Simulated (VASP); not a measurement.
# Sc3MnS2 (P4/mmm) in VASP: single point with PBE

Aim: the single point of Sc3MnS2 with PBE.

Everything below comes from runs of VASP 6.6.1. Logs are shortened: lines on timing, memory, paths and dates and some standing lists are left out, and cuts for length are marked.

**1. The cell of the first run**

It takes space group P4/mmm (No. 123, tetragonal). The conventional cell has a = 3.236 Å, b = 3.236 Å, c = 7.544 Å, α = 90.00°, β = 90.00°, γ = 90.00°. Within 3.0 Å of Sc (site symmetry 4mm) lie 1 Mn at 2.25 Å and 4 S at 2.56 Å and 4 Sc at 2.75 Å. Within 3.5 Å of Sc (site symmetry 4/mmm) lie 2 S at 2.67 Å and 12 Sc at 2.75 to 3.24 Å. Within 3.0 Å of Mn (site symmetry 4/mmm) lie 2 Sc at 2.25 Å and 8 S at 2.54 Å. Within 2.9 Å of S (site symmetry 4mm) lie 1 S at 2.20 Å and 4 Mn at 2.54 Å and 5 Sc at 2.56 to 2.67 Å.

**2. Single point, PBE, collinear spin, ferromagnetic start**

Contents of INCAR:

```
PREC = Accurate
ENCUT = 520
EDIFF = 1E-7
ISMEAR = 0
SIGMA = 0.1
LREAL = False
LASPH = True
NELM = 150
ALGO = Normal
ISIF = 2
LWAVE = False
LCHARG = False
ISPIN = 2
MAGMOM = 0 0 0 4 0 0
LORBIT = 11
LMAXMIX = 4
GGA = PE
NBANDS = 42
```

Contents of KPOINTS:

```
Automatic mesh
0
Gamma
  6 6 2
```

Contents of POSCAR:

```
Sc3MnS2
1.0
    3.2364354600      0.0000000000      0.0000000000
    0.0000000000      3.2364354600      0.0000000000
    0.0000000000      0.0000000000      7.5439219900
Sc Mn S
3 1 2
Direct
    0.0000000000      0.0000000000      0.7985711500
    0.0000000000      0.0000000000      0.2014288500
    0.5000000000      0.5000000000      0.0000000000
    0.0000000000      0.0000000000      0.5000000000
    0.5000000000      0.5000000000      0.6458127500
    0.5000000000      0.5000000000      0.3541872500
```

Potentials or basis: VASP PAW PBE potentials, release 64 (Sc_sv, Mn_pv, S).

The run is started by

```sh
$ cat potpaw_PBE.64/Sc_sv/POTCAR potpaw_PBE.64/Mn_pv/POTCAR potpaw_PBE.64/S/POTCAR > POTCAR
$ mpirun -np 1 vasp_std > vasp.out
```

OUTCAR:

```text
PREC = Accurate
   ENCUT = 520
   EDIFF = 1E-7
   ISMEAR = 0
   LREAL = False
   LASPH = True
   NELM = 150
   ISIF = 2
   ISPIN = 2
   LORBIT = 11
   GGA = PE

 ion  position               nearest neighbor table
   1  0.000  0.000  0.799-   4 2.25   5 2.56   5 2.56   5 2.56   5 2.56   3 2.75   3 2.75   3 2.75
                             3 2.75   2 3.04
   2  0.000  0.000  0.201-   4 2.25   6 2.56   6 2.56   6 2.56   6 2.56   3 2.75   3 2.75   3 2.75
                             3 2.75   1 3.04
   3  0.500  0.500  0.000-   5 2.67   6 2.67   1 2.75   2 2.75   1 2.75   2 2.75   1 2.75   2 2.75
                             1 2.75   2 2.75
   4  0.000  0.000  0.500-   1 2.25   2 2.25   5 2.54   6 2.54   5 2.54   6 2.54   5 2.54   6 2.54
                             5 2.54   6 2.54
   5  0.500  0.500  0.646-   6 2.20   4 2.54   4 2.54   4 2.54   4 2.54   1 2.56   1 2.56   1 2.56
                             1 2.56   3 2.67
   6  0.500  0.500  0.354-   5 2.20   4 2.54   4 2.54   4 2.54   4 2.54   2 2.56   2 2.56   2 2.56
                             2 2.56   3 2.67

  LATTYP: Found a simple tetragonal cell.
 ALAT       =     3.2364354600
 C/A-ratio  =     2.3309354020

  Lattice vectors:

 A1 = (   3.2364354600,   0.0000000000,   0.0000000000)
 A2 = (   0.0000000000,   3.2364354600,   0.0000000000)
 A3 = (   0.0000000000,   0.0000000000,   7.5439219900)

Analysis of symmetry for initial positions (statically):
=====================================================================
 Subroutine PRICEL returns:
 Original cell was already a primitive cell.

 Routine SETGRP: Setting up the symmetry group for a
 simple tetragonal supercell.

 Subroutine GETGRP returns: Found 16 space group operations
 (whereof 16 operations were pure point group operations)
 out of a pool of 16 trial point group operations.

The static configuration has the point symmetry D_4h.

Analysis of symmetry for dynamics (positions and initial velocities):
=====================================================================
 Subroutine PRICEL returns:
 Original cell was already a primitive cell.

 Routine SETGRP: Setting up the symmetry group for a
 simple tetragonal supercell.

 Subroutine GETGRP returns: Found 16 space group operations
 (whereof 16 operations were pure point group operations)
 out of a pool of 16 trial point group operations.

The dynamic configuration has the point symmetry D_4h.

Analysis of structural, dynamic, and magnetic symmetry:
=====================================================================
 Subroutine PRICEL returns:
 Original cell was already a primitive cell.

 Routine SETGRP: Setting up the symmetry group for a
[... 150 lines left out ...]

 Free energy of the ion-electron system (eV)
  ---------------------------------------------------
  ext. energy  EPLUGINS =         0.00000000
  ---------------------------------------------------
  free energy    TOTEN  =       -33.61598690 eV

  energy without entropy =      -33.58689971  energy(sigma->0) =      -33.60144331

 E-fermi :   9.5900     XC(G=0): -12.4438

 val. band max:        9.5830228080   @ k =   0.5000   0.5000   0.5000
 cond. band min:       9.6018167817   @ k =   0.3333   0.1667   0.5000
 fundamental gap:      0.0187939737
 Fermi energy:         9.5899826845

 spin component 1

 k-point     1 :       0.0000    0.0000    0.0000
  band No.  band energies     occupation
      1     -39.0106      1.00000
      2     -38.9912      1.00000
      3     -38.5193      1.00000
      4     -38.1830      1.00000
      5     -38.0824      1.00000
      6     -38.0824      1.00000
[... 869 lines left out ...]
     40      14.2680      0.00000
     41      14.3707      0.00000
 Fermi energy:         9.5899826845

 spin component 2

 k-point     1 :       0.0000    0.0000    0.0000
  band No.  band energies     occupation
      1     -39.0158      1.00000
      2     -38.9605      1.00000
      3     -38.4851      1.00000
      4     -38.2569      1.00000
      5     -38.1982      1.00000
      6     -38.1982      1.00000
[... 869 lines left out ...]
     40      14.2897      0.00000
     41      14.3876      0.00000
 [bands above 41 left out]

------------------------ aborting loop because EDIFF is reached ----------------------------------------

  FORCE on cell =-STRESS in cart. coord.  units (eV):
  Direction    XX          YY          ZZ          XY          YZ          ZX
  --------------------------------------------------------------------------------------
  -------------------------------------------------------------------------------------
  Total       15.8784263     15.8784263     32.3531284      0.0000000      0.0000000      0.0000000
  in kB      321.9489031    321.9489031    655.9878167      0.0000000      0.0000000      0.0000000
  external PRESSURE =     433.2952076 kB  Pullay stress =       0.0000000 kB

 VOLUME and BASIS-vectors are now :
 -----------------------------------------------------------------------------
  energy-cutoff  :      520.00
  volume of cell :       79.02
      direct lattice vectors                 reciprocal lattice vectors
     3.236435460  0.000000000  0.000000000     0.308981907  0.000000000  0.000000000
     0.000000000  3.236435460  0.000000000     0.000000000  0.308981907  0.000000000
     0.000000000  0.000000000  7.543921990     0.000000000  0.000000000  0.132557044

 POSITION                                       TOTAL-FORCE (eV/Angst)
 -----------------------------------------------------------------------------------
      0.00000      0.00000      6.02436         0.000000     -0.000000     -0.187605
      0.00000      0.00000      1.51956         0.000000     -0.000000      0.187605
      1.61822      1.61822      0.00000         0.000000     -0.000000      0.000000
      0.00000      0.00000      3.77196         0.000000     -0.000000      0.000000
      1.61822      1.61822      4.87196        -0.000000      0.000000      4.806030
      1.61822      1.61822      2.67196        -0.000000      0.000000     -4.806030
 -----------------------------------------------------------------------------------
    total drift:                                0.000000     -0.000000     -0.000000

  FREE ENERGIE OF THE ION-ELECTRON SYSTEM (eV)
  ---------------------------------------------------
  free  energy   TOTEN  =       -33.6159869016 eV

  energy  without entropy=      -33.5868997096  energy(sigma->0) =      -33.60144331

 total charge

# of ion       s       p       d       tot
------------------------------------------
    1        2.293   6.227   1.558  10.079
    2        2.293   6.227   1.558  10.079
    3        2.337   6.195   1.467   9.999
    4        0.272   6.214   5.496  11.981
    5        1.346   2.402   0.000   3.749
    6        1.346   2.402   0.000   3.749
--------------------------------------------------
tot          9.888  29.668  10.079  49.636

 magnetization (x)

# of ion       s       p       d       tot
------------------------------------------
    1        0.001   0.007   0.033   0.041
    2        0.001   0.007   0.033   0.041
    3        0.001   0.002   0.052   0.054
    4        0.001   0.001  -0.122  -0.120
    5        0.002   0.003   0.000   0.004
    6        0.002   0.003   0.000   0.004
--------------------------------------------------
tot          0.006   0.021  -0.004   0.024
```

OSZICAR:

```text
N       E                     dE             d eps       ncg     rms          rms(c)
DAV:   1     0.918970549593E+03    0.91897E+03   -0.27388E+04  3392   0.163E+03
DAV:   2     0.475553430728E+02   -0.87142E+03   -0.84954E+03  3472   0.611E+02
DAV:   3    -0.336196637049E+02   -0.81175E+02   -0.76650E+02  5026   0.207E+02
[... 19 lines left out ...]
DAV:  23    -0.336159825511E+02    0.37903E-05   -0.34175E-05  5160   0.315E-02    0.522E-02
DAV:  24    -0.336159829591E+02   -0.40797E-06   -0.64940E-05  4960   0.355E-02    0.169E-02
DAV:  25    -0.336159854687E+02   -0.25096E-05   -0.15472E-05  5152   0.208E-02    0.166E-02
DAV:  26    -0.336159868115E+02   -0.13429E-05   -0.25623E-06  4960   0.890E-03    0.993E-03
DAV:  27    -0.336159869016E+02   -0.90072E-07   -0.92325E-07  4080   0.429E-03
   1 F= -.33615987E+02 E0= -.33601443E+02  d E =-.290872E-01  mag=     0.1031
```

Wall time 2.1 min (1 thread of Intel Xeon Platinum 8488C (Sapphire Rapids), shared host); peak memory 0.26 GiB.

What came out:

```
Free energy                                           : -33.6160 eV
Pressure                                              : 43.3 GPa
Largest force                                         : 4.806 eV/Å
Net moment                                            : 0.10 μB per cell
Site moments                                          : Sc +0.04, +0.05; Mn -0.12; S +0.00 μB
Valence electrons inside the program's atomic spheres : Sc 10.08, 10.00; Mn 11.98; S 3.75
```

Forces in eV/Å, atoms in the order of the input:
```
Sc   0.000  0.000 -0.188
Sc   0.000  0.000  0.188
Sc   0.000  0.000  0.000
Mn   0.000  0.000  0.000
S    0.000  0.000  4.806
S    0.000  0.000 -4.806
```

Stress tensor (GPa, compression positive):
```
32.19  0.00  0.00
 0.00 32.19  0.00
 0.00  0.00 65.60
```

Caveat: the k points lie up to 0.42 Å⁻¹ apart; the moment fell far below its start of 4 μB, so a state of higher moment may lie lower in energy; forces of over 1 eV/Å act on the atoms, so gaps and moduli don't describe the material at rest.
